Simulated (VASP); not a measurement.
# Si (Fd-3m) in VASP: single point with PBE

Aim: the single point of Si with PBE.

Program: VASP 6.6.1. These are calculated values, not measurements. Logs are shortened: lines on timing, memory, paths and dates and some standing lists are left out, and cuts for length are marked.

## 1. The cell of the first run

The structure is cubic, space group Fd-3m (No. 227). Conventional cell: a = 5.470 Å, b = 5.470 Å, c = 5.470 Å, α = 90.00°, β = 90.00°, γ = 90.00°. Within 3.1 Å of Si (site symmetry -43m) lie 4 Si at 2.37 Å.

## 2. Single point, PBE

Input file INCAR:

```
SYSTEM = Si
ALGO = Normal
EDIFF = 1E-6
ENCUT = 500
GGA = PE
GGA_COMPAT = .False.
ISIF = 2
ISMEAR = 0
LASPH = .True.
LCHARG = .False.
LREAL = .False.
LWAVE = .False.
NBANDS = 11
NELM = 120
PREC = Accurate
SIGMA = 0.02
```

Input file KPOINTS:

```
k-points
0
Gamma
  10 10 10
  0 0 0
```

Input file POSCAR:

```
Si
1.0
    0.0000000000      2.7348308306      2.7348308306
    2.7348308306      0.0000000000      2.7348308306
    2.7348308306      2.7348308306      0.0000000000
Si
2
Direct
    0.0000000000      0.0000000000      0.0000000000
    0.2500000000      0.2500000000      0.2500000000
```

Potentials or basis: VASP PAW PBE potentials, release 64 (Si).

Run with:

```bash
$ cat potpaw_PBE.64/Si/POTCAR > POTCAR
$ mpirun -np 1 vasp_std > vasp.out
```

OUTCAR:

```text
SYSTEM = Si
   EDIFF = 1E-6
   ENCUT = 500
   GGA = PE
   ISIF = 2
   ISMEAR = 0
   LASPH = .True.
   LREAL = .False.
   NELM = 120
   PREC = Accurate

 ion  position               nearest neighbor table
   1  0.000  0.000  0.000-   2 2.37   2 2.37   2 2.37   2 2.37
   2  0.250  0.250  0.250-   1 2.37   1 2.37   1 2.37   1 2.37

  LATTYP: Found a face centered cubic cell.
 ALAT       =     5.4696616612

  Lattice vectors:

 A1 = (   0.0000000000,   2.7348308306,   2.7348308306)
 A2 = (   2.7348308306,   0.0000000000,   2.7348308306)
 A3 = (   2.7348308306,   2.7348308306,   0.0000000000)

Analysis of symmetry for initial positions (statically):
=====================================================================
 Subroutine PRICEL returns:
 Original cell was already a primitive cell.

 Routine SETGRP: Setting up the symmetry group for a
 face centered cubic supercell.

 Subroutine GETGRP returns: Found 48 space group operations
 (whereof 24 operations were pure point group operations)
 out of a pool of 48 trial point group operations.

The static configuration has the point symmetry T_d .
 The point group associated with its full space group is O_h .

Analysis of symmetry for dynamics (positions and initial velocities):
=====================================================================
 Subroutine PRICEL returns:
 Original cell was already a primitive cell.

 Routine SETGRP: Setting up the symmetry group for a
 face centered cubic supercell.

 Subroutine GETGRP returns: Found 48 space group operations
 (whereof 24 operations were pure point group operations)
 out of a pool of 48 trial point group operations.

The dynamic configuration has the point symmetry T_d .
 The point group associated with its full space group is O_h .

 Subroutine INISYM returns: Found 48 space group operations
 (whereof 24 operations are pure point group operations),
 and found     1 'primitive' translations

----------------------------------------------------------------------------------------

                                     Primitive cell

  volume of cell :      40.9092

  direct lattice vectors                    reciprocal lattice vectors
     0.000000000  2.734830831  2.734830831    -0.182826665  0.182826665  0.182826665
     2.734830831  0.000000000  2.734830831     0.182826665 -0.182826665  0.182826665
     2.734830831  2.734830831  0.000000000     0.182826665  0.182826665 -0.182826665

  length of vectors
     3.867634851  3.867634851  3.867634851     0.316665073  0.316665073  0.316665073

[... 88 lines left out ...]
   POTIM  = 0.5000    time-step for ionic-motion
   TEBEG  =    0.0;   TEEND  =   0.0 temperature during run
   PSTRESS=    0.0 pullay stress
   NELECT =       8.0000    total number of electrons
   NUPDOWN=      -1.0000    fix difference up-down
   EMIN   =  10.00;   EMAX   =-10.00  energy-range for DOS
   EFERMI =   0.00;   METHOD = LEGACY
   ISMEAR =     0;   SIGMA  =   0.02  broadening in eV -4-tet -1-fermi 0-gaus
   EFERMI_NEDOS =   21; number of points for ismear=-14 and -15
   IALGO  =     38    algorithm
   IMIX   =      4    mixing-type and parameters
     AMIX     =   0.40;   BMIX     =  1.00
     AMIX_MAG =   1.60;   BMIX_MAG =  1.00
  volume/ion in A,a.u.               =      20.45       138.03
  Fermi-wavevector in a.u.,A,eV,Ry     =   0.950235  1.795684 12.285334  0.902947
  Thomas-Fermi vector in A             =   2.078593
   LORBIT       =      0    0 simple, 1 ext, 2 COOP (PROOUT), +10 PAW based schemes
   GGA     = PE    functional components
   LHFCALC =     F    Hartree Fock is set to
   AEXX    =    0.0000 exact exchange contribution
   IVDW    =     0    specifies the selected vdW correction
   LEPSILON=     F    determine dielectric tensor
   LRPA    =     F    only Hartree local field effects (RPA)
 non-spin polarized calculation
 Gauss-broadening in eV      SIGMA  =   0.02
  energy-cutoff  :      500.00
  volume of cell :       40.91
 maximum number of plane-waves:      1056
   NGX = 15   NGY = 15   NGZ = 15

 number of electron       8.0000000 magnetization

 Free energy of the ion-electron system (eV)
  ---------------------------------------------------
  ext. energy  EPLUGINS =         0.00000000
  ---------------------------------------------------
  free energy    TOTEN  =       -10.84918613 eV

  energy without entropy =      -10.84918613  energy(sigma->0) =      -10.84918613

 E-fermi :   5.7108     XC(G=0):  -9.3254

 val. band max:        5.6108901254   @ k =   0.0000   0.0000   0.0000
 cond. band min:       6.2296151977   @ k =   0.4000   0.4000   0.0000
 fundamental gap:      0.6187250723
 Fermi energy:         5.7108186324

 k-point     1 :       0.0000    0.0000    0.0000
  band No.  band energies     occupation
      1      -6.2003      2.00000
      2       5.6109      2.00000
      3       5.6109      2.00000
      4       5.6109      2.00000
      5       8.1677      0.00000
      6       8.1677      0.00000
      7       8.1677      0.00000
      8       8.7389      0.00000
      9      13.3199      0.00000
     10      13.3199      0.00000
     11      13.4861      0.00000
[... 309 lines left out ...]
 k-point    24 :       0.4000    0.3000    0.0000
  band No.  band energies     occupation
      1      -4.0786      2.00000
      2       0.2189      2.00000
      3       2.8190      2.00000
      4       3.2283      2.00000
      5       6.6884      0.00000
      6       7.8771      0.00000
      7      12.4637      0.00000
      8      12.6048      0.00000
      9      16.0186      0.00000
     10      16.1465      0.00000
     11      17.6284      0.00000

 [... further k-points ...]

------------------------ aborting loop because EDIFF is reached ----------------------------------------

  FORCE on cell =-STRESS in cart. coord.  units (eV):
  Direction    XX          YY          ZZ          XY          YZ          ZX
  --------------------------------------------------------------------------------------
  -------------------------------------------------------------------------------------
  Total       -0.0125123     -0.0125123     -0.0125123     -0.0000000      0.0000000     -0.0000000
  in kB       -0.4900344     -0.4900344     -0.4900344     -0.0000000      0.0000000     -0.0000000
  external PRESSURE =      -0.4900344 kB  Pullay stress =       0.0000000 kB

 VOLUME and BASIS-vectors are now :
 -----------------------------------------------------------------------------
  energy-cutoff  :      500.00
  volume of cell :       40.91
      direct lattice vectors                 reciprocal lattice vectors
     0.000000000  2.734830831  2.734830831    -0.182826665  0.182826665  0.182826665
     2.734830831  0.000000000  2.734830831     0.182826665 -0.182826665  0.182826665
     2.734830831  2.734830831  0.000000000     0.182826665  0.182826665 -0.182826665

 POSITION                                       TOTAL-FORCE (eV/Angst)
 -----------------------------------------------------------------------------------
      0.00000      0.00000      0.00000         0.000000      0.000000      0.000000
      1.36742      1.36742      1.36742        -0.000000     -0.000000     -0.000000
 -----------------------------------------------------------------------------------
    total drift:                                0.000000      0.000000     -0.000000

  FREE ENERGIE OF THE ION-ELECTRON SYSTEM (eV)
  ---------------------------------------------------
  free  energy   TOTEN  =       -10.8491861252 eV

  energy  without entropy=      -10.8491861252  energy(sigma->0) =      -10.84918613
```

OSZICAR:

```text
N       E                     dE             d eps       ncg     rms          rms(c)
DAV:   1     0.673832482342E+01    0.67383E+01   -0.32002E+03  1034   0.553E+02
DAV:   2    -0.104112908086E+02   -0.17150E+02   -0.16343E+02  1396   0.818E+01
DAV:   3    -0.110119047589E+02   -0.60061E+00   -0.59828E+00  1317   0.128E+01
DAV:   4    -0.110170630849E+02   -0.51583E-02   -0.51578E-02  1257   0.150E+00
DAV:   5    -0.110171120700E+02   -0.48985E-04   -0.48985E-04  1333   0.138E-01    0.475E+00
DAV:   6    -0.109013550659E+02    0.11576E+00   -0.64996E-02  1166   0.105E+00    0.289E+00
DAV:   7    -0.108476764535E+02    0.53679E-01   -0.12746E-01  1194   0.158E+00    0.167E-01
DAV:   8    -0.108489480886E+02   -0.12716E-02   -0.56882E-03  1187   0.404E-01    0.793E-02
DAV:   9    -0.108491611800E+02   -0.21309E-03   -0.20733E-04  1270   0.870E-02    0.580E-02
DAV:  10    -0.108491854190E+02   -0.24239E-04   -0.20816E-05  1228   0.263E-02    0.501E-03
DAV:  11    -0.108491861252E+02   -0.70619E-06   -0.20427E-06  1260   0.741E-03
   1 F= -.10849186E+02 E0= -.10849186E+02  d E =-.487229E-15
```

Wall time 15 s (1 thread of Intel Xeon Platinum 8488C (Sapphire Rapids), shared host); peak memory 0.15 GiB.

Results:

| Property | Result |
| --- | --- |
| Free energy | -10.8492 eV |
| Pressure | 0.0 GPa |
| Band gap on the k mesh | 0.62 eV (least direct gap 2.56 eV) |

Levels at points of the mesh, in eV from the valence-band top:
| k point | band 1 | band 2 | band 3 | band 4 | band 5 | band 6 | band 7 | band 8 | band 9 |
| --- | --- | --- | --- | --- | --- | --- | --- | --- | --- |
| (0.00, 0.00, 0.00) | -11.81 | 0.00 | 0.00 | 0.00 | 2.56 | 2.56 | 2.56 | 3.13 | 7.71 |
| (0.50, 0.00, 0.00) | -9.53 | -6.87 | -1.18 | -1.18 | 1.46 | 3.35 | 3.35 | 7.70 | 10.49 |
| (0.50, 0.50, 0.00) | -7.74 | -7.74 | -2.79 | -2.79 | 0.75 | 0.75 | 9.93 | 9.93 | 10.91 |

A k mesh can miss the band edges.
